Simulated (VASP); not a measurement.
# Os (Pm-3m) in VASP: further runs

Runs on Os. Level: LDA. Tasks: single point, relaxation of cell and atoms.

All numbers are computed with VASP 6.6.1; they aren't measurements. Logs are shortened: lines on timing, memory, paths and dates and some standing lists are left out, and cuts for length are marked.

## Step 1: The cell of the first run

It takes space group Pm-3m (No. 221, cubic). The conventional cell has a = 2.517 Å, b = 2.517 Å, c = 2.517 Å, α = 90.00°, β = 90.00°, γ = 90.00°. Within 3.3 Å of Os (site symmetry m-3m) lie 6 Os at 2.52 Å.

This isn't the form of Os at room conditions, which is hcp.

## Step 2: Single point, LDA

File INCAR:

```
PREC = Accurate
ENCUT = 520
EDIFF = 1E-6
ISMEAR = -1
SIGMA = 0.05
LREAL = False
LASPH = True
NELM = 80
ALGO = Normal
ISIF = 2
LWAVE = False
LCHARG = False
NBANDS = 10
```

File KPOINTS:

```
regular mesh
0
Gamma
  18 18 18
```

File POSCAR:

```
Os
1.0
    2.5172990469      0.0000000000      0.0000000000
    0.0000000000      2.5172990469      0.0000000000
    0.0000000000      0.0000000000      2.5172990469
Os
1
Direct
    0.0000000000      0.0000000000      0.0000000000
```

Potentials or basis: VASP PAW LDA potentials, release 64 (Os).

Run with:

```
$ cat potpaw_LDA.64/Os/POTCAR > POTCAR
$ mpirun -np 1 vasp_std > vasp.out
```

OUTCAR:

```text
PREC = Accurate
   ENCUT = 520
   EDIFF = 1E-6
   ISMEAR = -1
   LREAL = False
   LASPH = True
   NELM = 80
   ISIF = 2

 ion  position               nearest neighbor table
   1  0.000  0.000  0.000-

  LATTYP: Found a simple cubic cell.
 ALAT       =     2.5172990469

  Lattice vectors:

 A1 = (   2.5172990469,   0.0000000000,   0.0000000000)
 A2 = (   0.0000000000,   2.5172990469,   0.0000000000)
 A3 = (   0.0000000000,   0.0000000000,   2.5172990469)

Analysis of symmetry for initial positions (statically):
=====================================================================
 Subroutine PRICEL returns:
 Original cell was already a primitive cell.

 Routine SETGRP: Setting up the symmetry group for a
 simple cubic supercell.

 Subroutine GETGRP returns: Found 48 space group operations
 (whereof 48 operations were pure point group operations)
 out of a pool of 48 trial point group operations.

The static configuration has the point symmetry O_h .

Analysis of symmetry for dynamics (positions and initial velocities):
=====================================================================
 Subroutine PRICEL returns:
 Original cell was already a primitive cell.

 Routine SETGRP: Setting up the symmetry group for a
 simple cubic supercell.

 Subroutine GETGRP returns: Found 48 space group operations
 (whereof 48 operations were pure point group operations)
 out of a pool of 48 trial point group operations.

The dynamic configuration has the point symmetry O_h .

 Subroutine INISYM returns: Found 48 space group operations
 (whereof 48 operations are pure point group operations),
 and found     1 'primitive' translations

----------------------------------------------------------------------------------------

                                     Primitive cell

  volume of cell :      15.9516

  direct lattice vectors                    reciprocal lattice vectors
     2.517299047  0.000000000  0.000000000     0.397251173  0.000000000  0.000000000
     0.000000000  2.517299047  0.000000000     0.000000000  0.397251173  0.000000000
     0.000000000  0.000000000  2.517299047     0.000000000  0.000000000  0.397251173

  length of vectors
     2.517299047  2.517299047  2.517299047     0.397251173  0.397251173  0.397251173

  position of ions in fractional coordinates (direct lattice)
     0.000000000  0.000000000  0.000000000
[... 73 lines left out ...]
   LASPH  =      T    aspherical Exc in radial PAW
   ENCUT  =  520.0 eV  38.22 Ry    6.18 a.u.   4.68  4.68  4.68*2*pi/ulx,y,z
   NELM   =     80;   NELMIN=  2; NELMDL= -5     # of ELM steps
   EDIFF  = 0.1E-05   stopping-criterion for ELM
   LREAL  =      F    real-space projection
   EDIFFG = 0.1E-04   stopping-criterion for IOM
   NSW    =      0    number of steps for IOM
   IBRION =     -1    ionic relax: 0-MD 1-quasi-New 2-CG
   NFREE  =      0    steps in history (QN), initial steepest desc. (CG)
   ISIF   =      2    stress and relaxation
   ISYM   =      2    0-nonsym 1-usesym 2-fastsym
   POTIM  = 0.5000    time-step for ionic-motion
   TEBEG  =    0.0;   TEEND  =   0.0 temperature during run
   PSTRESS=    0.0 pullay stress
   NELECT =       8.0000    total number of electrons
   NUPDOWN=      -1.0000    fix difference up-down
   EMIN   =  10.00;   EMAX   =-10.00  energy-range for DOS
   EFERMI =   0.00;   METHOD = LEGACY
   ISMEAR =    -1;   SIGMA  =   0.05  broadening in eV -4-tet -1-fermi 0-gaus
   EFERMI_NEDOS =   21; number of points for ismear=-14 and -15
   IALGO  =     38    algorithm
   IMIX   =      4    mixing-type and parameters
     AMIX     =   0.40;   BMIX     =  1.00
     AMIX_MAG =   1.60;   BMIX_MAG =  1.00
  volume/ion in A,a.u.               =      15.95       107.65
  Fermi-wavevector in a.u.,A,eV,Ry     =   1.300679  2.457926 23.017860  1.691765
  Thomas-Fermi vector in A             =   2.431862
   LORBIT       =      0    0 simple, 1 ext, 2 COOP (PROOUT), +10 PAW based schemes
   GGA     = CA    functional components
   LHFCALC =     F    Hartree Fock is set to
   AEXX    =    0.0000 exact exchange contribution
   IVDW    =     0    specifies the selected vdW correction
   LEPSILON=     F    determine dielectric tensor
   LRPA    =     F    only Hartree local field effects (RPA)
 non-spin polarized calculation
  energy-cutoff  :      520.00
  volume of cell :       15.95
 maximum number of plane-waves:       449
 NGX is ok and might be reduce to    20
   NGX =  9   NGY =  9   NGZ =  9

 number of electron       8.0000000 magnetization

 Free energy of the ion-electron system (eV)
  ---------------------------------------------------
  ext. energy  EPLUGINS =         0.00000000
  ---------------------------------------------------
  free energy    TOTEN  =       -11.07694981 eV

  energy without entropy =      -11.06663558  energy(sigma->0) =      -11.07179270

 E-fermi :   7.6797     XC(G=0): -13.2860

 val. band max:        7.6749498015   @ k =   0.2778   0.0556   0.0556
 cond. band min:       7.6845671462   @ k =   0.3889   0.2778   0.1667
 fundamental gap:      0.0096173446
 Fermi energy:         7.6796864619

 k-point     1 :       0.0000    0.0000    0.0000
  band No.  band energies     occupation
      1      -2.0825      2.00000
      2       1.3782      2.00000
      3       1.3782      2.00000
      4      10.1148      0.00000
      5      10.1148      0.00000
      6      10.1148      0.00000
      7      23.5332      0.00000
      8      23.5332      0.00000
      9      23.5332      0.00000
     10      29.9089      0.00000
[... 287 lines left out ...]
 k-point    24 :       0.3333    0.1111    0.0000
  band No.  band energies     occupation
      1       0.7504      2.00000
      2       2.4101      2.00000
      3       4.7066      2.00000
      4       7.2959      1.99907
      5       7.3964      1.99309
      6       9.9083      0.00000
      7      16.6167      0.00000
      8      24.8927      0.00000
      9      26.3000      0.00000
     10      29.3995      0.00000

 [... further k-points ...]
[... 5 lines left out ...]
  --------------------------------------------------------------------------------------
  -------------------------------------------------------------------------------------
  Total       -0.0014789     -0.0014789     -0.0014789     -0.0000000      0.0000000      0.0000000
  in kB       -0.1485378     -0.1485378     -0.1485378     -0.0000000      0.0000000      0.0000000
  external PRESSURE =      -0.1485378 kB  Pullay stress =       0.0000000 kB

 VOLUME and BASIS-vectors are now :
 -----------------------------------------------------------------------------
  energy-cutoff  :      520.00
  volume of cell :       15.95
      direct lattice vectors                 reciprocal lattice vectors
     2.517299047  0.000000000  0.000000000     0.397251173  0.000000000  0.000000000
     0.000000000  2.517299047  0.000000000     0.000000000  0.397251173  0.000000000
     0.000000000  0.000000000  2.517299047     0.000000000  0.000000000  0.397251173

 POSITION                                       TOTAL-FORCE (eV/Angst)
 -----------------------------------------------------------------------------------
      0.00000      0.00000      0.00000         0.000000      0.000000      0.000000
 -----------------------------------------------------------------------------------
    total drift:                                0.000000      0.000000      0.000000

  FREE ENERGIE OF THE ION-ELECTRON SYSTEM (eV)
  ---------------------------------------------------
  free  energy   TOTEN  =       -11.0769498099 eV

  energy  without entropy=      -11.0666355826  energy(sigma->0) =      -11.07179270
```

It took 30 s on 1 thread of Intel Xeon 8259CL, shared host; peak memory 0.15 GiB.

What came out:

| Item | Value |
| --- | --- |
| Free energy | -11.0769 eV |
| Pressure | 0.0 GPa |
| Band gap on the k mesh | zero (bands 4 and 5 overlap by 6.33 eV) |

Levels at points of the mesh, in eV from the Fermi level:
```csv
k point,band 1,band 2,band 3,band 4,band 5,band 6,band 7,band 8,band 9
"(0.00, 0.00, 0.00)",-9.76,-6.30,-6.30,2.44,2.44,2.44,15.85,15.85,15.85
"(0.50, 0.00, 0.00)",-6.48,-5.42,-1.18,-1.06,-1.06,2.80,7.58,15.80,20.44
"(0.50, 0.50, 0.00)",-7.09,-4.75,-0.38,-0.38,4.69,4.69,5.01,13.48,15.10
"(0.50, 0.50, 0.50)",-5.58,-5.58,-5.58,5.27,5.27,8.39,11.72,11.72,11.72
```

Caveat: spin-orbit coupling is left out, which moves the levels of the heavy elements.

## Step 3: Single point, LDA

This run uses another cell than the first one, of 16.11 Å³/atom.

File INCAR:

```
SYSTEM = Os
  PREC = Accurate
  ENCUT = 520
  EDIFF = 1E-6
  ISMEAR = -1
  SIGMA = 0.05
  LREAL = .False.
  LASPH = .True.
  NELM = 80
  ALGO = Normal
  ISIF = 2
  LWAVE = .False.
  LCHARG = .True.
  LELF = .True.
  LVHAR = .True.
  NBANDS = 10
```

File KPOINTS:

```
Automatic mesh
0
Gamma
  18 18 18
  0 0 0
```

File POSCAR:

```
Os
1.0
    2.5256622281      0.0000000000      0.0000000000
    0.0000000000      2.5256622281      0.0000000000
    0.0000000000      0.0000000000      2.5256622281
Os
1
Direct
    0.0000000000      0.0000000000      0.0000000000
```

Potentials or basis: VASP PAW LDA potentials, release 64 (Os).

Run with:

```
$ cat potpaw_LDA.64/Os/POTCAR > POTCAR
$ mpirun -np 1 vasp_std > vasp.out
```

Run time: 38 s. Hardware: 1 thread of Intel Xeon 8259CL, shared host; peak memory 0.15 GiB.

It converged, with:

- Free energy: -11.0756 eV
- Pressure: -3.1 GPa
- Band gap on the k mesh: zero (bands 4 and 5 overlap by 6.22 eV)

Levels at points of the mesh, in eV from the Fermi level:
```tsv
k point	band 1	band 2	band 3	band 4	band 5	band 6	band 7	band 8
(0.00, 0.00, 0.00)	-9.68	-6.22	-6.22	2.40	2.40	2.40	15.78	15.78
(0.50, 0.00, 0.00)	-6.41	-5.34	-1.15	-1.04	-1.04	2.75	7.48	15.80
(0.50, 0.50, 0.00)	-6.99	-4.69	-0.37	-0.37	4.67	4.67	4.94	13.29
(0.50, 0.50, 0.50)	-5.50	-5.50	-5.50	5.18	5.18	8.44	11.60	11.60
```

Caveat: the cell stands under tension; spin-orbit coupling is left out, which moves the levels of the heavy elements.

(Continued in part 2 of 2.)
